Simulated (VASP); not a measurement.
A run of VASP 6.6.1 is set up as follows.

Contents of INCAR:

```
PREC = Accurate
ENCUT = 600
EDIFF = 1E-6
ISMEAR = -1
SIGMA = 0.05
LREAL = False
LASPH = True
NELM = 150
ALGO = Normal
ISIF = 3
LWAVE = False
LCHARG = False
ISPIN = 2
MAGMOM = 4 0
LORBIT = 11
LMAXMIX = 4
GGA = RP
IVDW = 13
IBRION = 2
NSW = 80
EDIFFG = -0.005
```

KPOINTS

```
regular mesh
0
Gamma
  10 10 10
```

POSCAR

```
MnO
1.0
    0.0000000000      2.2239077028      2.2239077028
    2.2239077028      0.0000000000      2.2239077028
    2.2239077028      2.2239077028      0.0000000000
Mn O
1 1
Direct
    0.0000000000      0.0000000000      0.0000000000
    0.5000000000      0.5000000000      0.5000000000
```

Potentials or basis: VASP PAW PBE potentials, release 64 (Mn_pv, O).

The run is started by

```sh
$ cat potpaw_PBE.64/Mn_pv/POTCAR potpaw_PBE.64/O/POTCAR > POTCAR
$ mpirun -np 1 vasp_std > vasp.out
```

Q: Predict the relaxed volume.

A: 10.90 Å³/atom.

Q: What does it give for the site moments?

A: Mn +4.37; O +0.20 μB.

Final structure:
```
Mn O
1.0
     0.00000    2.21745    2.21745
     2.21745    0.00000    2.21745
     2.21745    2.21745    0.00000
Mn O
1 1
Direct
  0.00000 0.00000 0.00000
  0.50000 0.50000 0.50000
```

Caveat: the PAW data sets were made with another functional, which shifts forces and pressure a little; a cell with one magnetic atom can't hold antiferromagnetic order, which such compounds often take.
